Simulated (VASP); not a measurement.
Set up this calculation in VASP 6.6.1, as the native input.

* Task: electric field gradients
* Functional: PBE
* Potentials or basis: VASP PAW PBE potentials, release 64 (In_d)
* Cutoff: 520 eV
* k mesh: 14 × 14 × 14
* Occupations: fermi-dirac, width 0.05 eV
* Spin: no spin polarisation
* Dipole correction: no
* Further INCAR settings: ALGO = Normal; EDIFF = 1e-08; NBANDS = 26

The structure of In lies in POSCAR:

```
In
1.0
    1.6529404484      0.9543256128      8.2074632500
   -1.6529404484      0.9543256128      8.2074632500
    0.0000000000     -1.9086512257      8.2074632500
In
3
Direct
    0.0000000000      0.0000000000      0.0000000000
    0.7780122400      0.7780122400      0.7780122400
    0.2219877600      0.2219877600      0.2219877600
```

This cell differs from its parent crystal: equal xx and yy strain of -1 %.

The input as run:

INCAR

```
SYSTEM = In
ALGO     = Normal         ! electronic algorithm
EDIFF    = 1E-8           ! SCF threshold, eV
ENCUT    = 520            ! plane-wave cutoff, eV
GGA      = PE             ! functional
ISIF     = 2              ! what is computed and relaxed
ISMEAR   = -1             ! smearing method
LASPH    = .TRUE.         ! aspherical terms in the spheres
LCHARG   = .FALSE.        ! write CHGCAR
LEFG     = .TRUE.       
LREAL    = .FALSE.        ! projectors in reciprocal space
LWAVE    = .FALSE.        ! write WAVECAR
NBANDS   = 26             ! bands
NELM     = 80             ! most SCF steps
PREC     = Accurate       ! precision mode
SIGMA    = 0.05           ! smearing width, eV
```

KPOINTS

```
k-points
0
G
  14 14 14
  0 0 0
```

Potentials or basis: VASP PAW PBE potentials, release 64 (In_d).

Run with:

```sh
$ cat potpaw_PBE.64/In_d/POTCAR > POTCAR
$ mpirun -np 1 vasp_std > vasp.out
```

Results of the run:

```json
{"Pressure": "2.6 GPa", "Largest force": "0.023 eV/Å", "Band gap on the k mesh": "zero (an odd number of electrons rules out a gap without spin polarisation)", "Largest electric field gradient by atom": "In +4.0, -2.6 (each value once) V/Å²"}
```

Caveat: the cell differs from its parent crystal (equal xx and yy strain of -1 %); without QUAD_EFG the Cq values of the log hold for a quadrupole moment of 1 mb, not for the nuclei; spin-orbit coupling is left out, which moves the levels of the heavy elements.

Wall time 69 min on 1 thread of Oxide Virtual Turin-like Processor, with other jobs on the host, peak memory 0.77 GiB.
